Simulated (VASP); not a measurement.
Input of a VASP 6.6.1 run:

File INCAR:

```
SYSTEM = HfN
PREC = Accurate ; ENCUT = 520
EDIFF = 1E-6 ; ISMEAR = -1
SIGMA = 0.05 ; LREAL = .FALSE.
LASPH = .TRUE. ; NELM = 80
ALGO = Normal ; ISIF = 2
LWAVE = .FALSE. ; LCHARG = .FALSE.
GGA = PE ; NBANDS = 14
```

File KPOINTS:

```
regular mesh
0
G
  15 15 15
  0 0 0
```

POSCAR

```
HfN
1.0
    0.0000000000      2.2156449107      2.2156449107
    2.2156449107      0.0000000000      2.2156449107
    2.2156449107      2.2156449107      0.0000000000
Hf N
1 1
Direct
    0.0000000000      0.0000000000      0.0000000000
    0.2500000000      0.2500000000      0.2500000000
```

Potentials or basis: VASP PAW PBE potentials, release 64 (Hf_pv, N).

Launch:

```bash
$ cat potpaw_PBE.64/Hf_pv/POTCAR potpaw_PBE.64/N/POTCAR > POTCAR
$ mpirun -np 1 vasp_std > vasp.out
```

**Question.** Predict the pressure.

**Answer.** 111.0 GPa.
